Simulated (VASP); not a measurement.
# Ge2P (R-3m) in VASP: notebook, part 2 of 2

VASP 6.6.1.

**4. Single point, PBE**

Input file INCAR:

```
PREC = Accurate
ENCUT = 520
EDIFF = 1E-6
ISMEAR = 0
SIGMA = 0.1
LREAL = F
LASPH = T
NELM = 80
ALGO = Normal
ISIF = 2
LWAVE = F
LCHARG = T
GGA = PE
LELF = T
LVHAR = T
NBANDS = 24
```

Input file KPOINTS:

```
regular mesh
0
Gamma
  6 6 6
```

Input file POSCAR:

```
Ge2P
1.0
    1.7991185804      1.0387215985      5.0851972112
   -1.7991185804      1.0387215985      5.0851972112
    0.0000000000     -2.0774431917      5.0851972124
Ge P
2 1
Direct
    0.7657278718      0.7657278718      0.7657278718
    0.2342721282      0.2342721282      0.2342721282
    0.0000000000      0.0000000000      0.0000000000
```

Potentials or basis: VASP PAW PBE potentials, release 64 (Ge_d, P).

Launch:

```console
$ cat potpaw_PBE.64/Ge_d/POTCAR potpaw_PBE.64/P/POTCAR > POTCAR
$ mpirun -np 1 vasp_std > vasp.out
```

OUTCAR:

```text
PREC = Accurate
   ENCUT = 520
   EDIFF = 1E-6
   ISMEAR = 0
   LREAL = F
   LASPH = T
   NELM = 80
   ISIF = 2
   GGA = PE

 ion  position               nearest neighbor table
   1  0.766  0.766  0.766-   3 2.57   3 2.57   3 2.57
   2  0.234  0.234  0.234-   3 2.57   3 2.57   3 2.57
   3  0.000  0.000  0.000-   1 2.57   1 2.57   2 2.57   2 2.57   1 2.57   2 2.57

  LATTYP: Found a trigonal (rhomboedric) cell.
 ALAT       =     5.4931776689
 COS(alpha) =     0.7854629614

  Lattice vectors:

 A1 = (   1.7991185804,   1.0387215985,   5.0851972112)
 A2 = (  -1.7991185804,   1.0387215985,   5.0851972112)
 A3 = (   0.0000000000,  -2.0774431917,   5.0851972124)

Analysis of symmetry for initial positions (statically):
=====================================================================
 Subroutine PRICEL returns:
 Original cell was already a primitive cell.

 Routine SETGRP: Setting up the symmetry group for a
 trigonal (rhombohedral) supercell.

 Subroutine GETGRP returns: Found 12 space group operations
[... 164 lines left out ...]
  free energy    TOTEN  =       -13.86096272 eV

  energy without entropy =      -13.85251592  energy(sigma->0) =      -13.85673932

 E-fermi :   6.5267     XC(G=0): -10.7758

 val. band max:        6.5217363330   @ k =  -0.3333  -0.3333   0.1667
 cond. band min:       6.5274253684   @ k =  -0.3333   0.5000   0.3333
 fundamental gap:      0.0056890354
 Fermi energy:         6.5267299064

 k-point     1 :       0.0000    0.0000    0.0000
  band No.  band energies     occupation
      1     -18.2285      2.00000
      2     -18.2285      2.00000
      3     -18.2207      2.00000
      4     -18.2207      2.00000
      5     -18.1966      2.00000
      6     -18.1876      2.00000
[... 637 lines left out ...]
     23      14.7947      0.00000
     24      15.1643      0.00000

 [... further k-points ...]

------------------------ aborting loop because EDIFF is reached ----------------------------------------

  FORCE on cell =-STRESS in cart. coord.  units (eV):
  Direction    XX          YY          ZZ          XY          YZ          ZX
  --------------------------------------------------------------------------------------
  -------------------------------------------------------------------------------------
  Total        0.0379447      0.0379447      0.0835576      0.0000000      0.0000000      0.0000000
  in kB        1.0662137      1.0662137      2.3478954      0.0000000      0.0000000      0.0000000
  external PRESSURE =       1.4934410 kB  Pullay stress =       0.0000000 kB

 VOLUME and BASIS-vectors are now :
 -----------------------------------------------------------------------------
  energy-cutoff  :      520.00
  volume of cell :       57.02
      direct lattice vectors                 reciprocal lattice vectors
     1.799118580  1.038721599  5.085197211     0.277913866  0.160453645  0.065549736
    -1.799118580  1.038721599  5.085197211    -0.277913866  0.160453645  0.065549736
     0.000000000 -2.077443192  5.085197212     0.000000000 -0.320907291  0.065549736

 POSITION                                       TOTAL-FORCE (eV/Angst)
 -----------------------------------------------------------------------------------
      0.00000      0.00000     11.68163         0.000000     -0.000000     -0.034039
      0.00000      0.00000      3.57396         0.000000      0.000000      0.034039
      0.00000      0.00000      0.00000        -0.000000      0.000000     -0.000000
 -----------------------------------------------------------------------------------
    total drift:                                0.000000     -0.000000      0.000000

  FREE ENERGIE OF THE ION-ELECTRON SYSTEM (eV)
  ---------------------------------------------------
  free  energy   TOTEN  =       -13.8609627163 eV

  energy  without entropy=      -13.8525159177  energy(sigma->0) =      -13.85673932
```

stdout:

```text
POSCAR found type information on POSCAR GeP
 POSCAR found :  2 types and       3 ions
 scaLAPACK will be used
 LDA part: xc-table for (Slater+PW92), standard interpolation
 POSCAR, INCAR and KPOINTS ok, starting setup
 FFT: planning ... GRIDC
 FFT: planning ... GRID_SOFT
 FFT: planning ... GRID
 WAVECAR not read
 entering main loop
```

It took 79 s on 1 thread of Intel Xeon Platinum 8259CL at 2.50GHz (Skylake/Cascade Lake), shared host; peak memory 0.26 GiB.

Results:

- Free energy: -13.8610 eV
- Pressure: 0.1 GPa
- Largest force: 0.034 eV/Å
- Band gap on the k mesh: zero (an odd number of electrons rules out a gap without spin polarisation)

Forces on the atoms (eV/Å):
```
Ge   0.000  0.000 -0.034
Ge   0.000  0.000  0.034
P    0.000  0.000  0.000
```

**5. Relaxation of cell and atoms, PBE**

This run uses another cell than the first one, of 16.00 Å³/atom.

Input file INCAR:

```
SYSTEM = Ge2P
  ALGO = Normal
  EDIFF = 1E-6
  EDIFFG = -0.04
  ENCUT = 600
  GGA = PE
  IBRION = 2
  ISIF = 3
  ISMEAR = 0
  LASPH = .True.
  LCHARG = .False.
  LREAL = .False.
  LWAVE = .False.
  NELM = 80
  NSW = 90
  PREC = Accurate
  SIGMA = 0.1
```

Input file KPOINTS:

```
k-points
0
Gamma
  6 6 6
  0 0 0
```

Input file POSCAR:

```
Ge2P
1.0
    1.7148437600      0.9900655100      4.7116869300
   -1.7148437600      0.9900655100      4.7116869300
    0.0000000000     -1.9801310100      4.7116869300
Ge P
2 1
Direct
    0.7666081800      0.7666081800      0.7666081800
    0.2333918200      0.2333918200      0.2333918200
    0.0000000000      0.0000000000      0.0000000000
```

Launch:

```console
$ cat potpaw_PBE.64/Ge_d/POTCAR potpaw_PBE.64/P/POTCAR > POTCAR
$ mpirun -np 1 vasp_std > vasp.out
```

It took 6.8 min on 1 thread of Intel Xeon Platinum 8259CL at 2.50GHz (Skylake/Cascade Lake), shared host; peak memory 0.28 GiB.

Results (log left out):

- Free energy: -13.8606 eV
- Relaxed volume: 19.09 Å³/atom
- Relaxed cell: a = 5.512 Å, b = 5.512 Å, c = 5.512 Å, α = 38.11°, β = 38.11°, γ = 38.11°
- Space group after relaxing (to 0.1 Å): R-3m (No. 166)
- Energy gained by relaxing: 145.1 meV/atom
- Ionic steps: 9
- Pressure after relaxing: 0.1 GPa
- Largest force after relaxing: 0.027 eV/Å
- Band gap on the k mesh: zero (an odd number of electrons rules out a gap without spin polarisation)

Forces in eV/Å, atoms in the order of the input:
```
Ge   0.000  0.000  0.027
Ge   0.000  0.000 -0.027
P    0.000  0.000  0.000
```

Stress tensor (GPa, compression positive):
```
0.17 0.00 0.00
0.00 0.17 0.00
0.00 0.00 0.04
```

The path:
```csv
step,energy change (eV),largest force (eV/Å),pressure (GPa),volume (Å³)
1,0.0000,0.6491,17.76,48.00
2,-0.3264,0.6524,-5.09,61.37
3,-0.4228,0.2693,0.33,56.26
4,-0.4228,0.2869,0.16,56.44
5,-0.4290,0.1936,0.20,56.73
6,-0.4329,0.0181,0.18,57.29
7,-0.4347,0.0091,-0.36,57.73
8,-0.4347,0.0054,-0.37,57.69
9,-0.4354,0.0268,0.13,57.28
```

Final structure:
```
CELL_PARAMETERS angstrom
1.79964 1.03902 5.10518
-1.79964 1.03902 5.10518
0.00000 -2.07805 5.10518
ATOMIC_POSITIONS crystal
Ge 0.76508 0.76508 0.76508
Ge 0.23492 0.23492 0.23492
P 0.00000 0.00000 0.00000
```

Levels at points of the mesh, in eV from the Fermi level:
| k point | band 12 | band 13 | band 14 | band 15 | band 16 | band 17 | band 18 | band 19 | band 20 |
| --- | --- | --- | --- | --- | --- | --- | --- | --- | --- |
| (0.00, 0.00, 0.00) | -8.26 | -7.54 | -0.65 | -0.65 | 1.51 | 1.51 | 1.63 | 1.95 | 5.07 |
| (0.50, 0.00, 0.00) | -9.06 | -7.03 | -5.01 | -2.47 | -1.88 | -1.32 | 0.21 | 1.43 | 2.38 |
| (0.50, 0.50, 0.00) | -9.49 | -6.98 | -5.92 | -2.98 | -1.11 | -1.10 | 2.84 | 3.33 | 3.72 |
| (0.50, 0.50, 0.50) | -11.11 | -2.30 | -1.69 | -0.95 | -0.95 | 2.48 | 2.48 | 3.66 | 4.21 |

Caveat: the k points lie up to 0.34 Å⁻¹ apart in the final cell, too coarse for converged energies and pressures of a metal; the volume moved by over 15 % at a fixed basis, so the end points are rough.

**6. Overview**

| task | cell | k mesh | cutoff (eV) | gap on the mesh (eV) | pressure (GPa) | largest force (eV/Å) |
| --- | --- | --- | --- | --- | --- | --- |
| single point | a = 5.554 Å, angles 37.5°, 3 atoms, atomic positions A | 18 × 18 × 18 | 520 | none | 0.0 | - |
| single point | a = 5.111 Å, angles 39.2°, 3 atoms, atomic positions B | 6 × 6 × 6 | 520 | none | 17.7 | 0.65 |
| single point | a = 5.493 Å, angles 38.2°, 3 atoms, atomic positions A | 6 × 6 × 6 | 520 | none | 0.1 | 0.03 |
| relaxation of cell and atoms | relaxed from a = 5.111 Å, angles 39.2°, 3 atoms, atomic positions B | 6 × 6 × 6 | 600 | none | 0.1 | 0.03 |

Alike in all rows: level PBE; potentials or basis VASP PAW PBE potentials, release 64 (Ge_d, P); no spin polarisation; smearing gaussian 0.1 eV.

Caveats: some runs use coarse meshes; the volume moved by over 15 % at a fixed basis, so the end points are rough (at least some runs).

Total energies depend on the potentials used, so only differences within one code and one set of settings carry meaning.
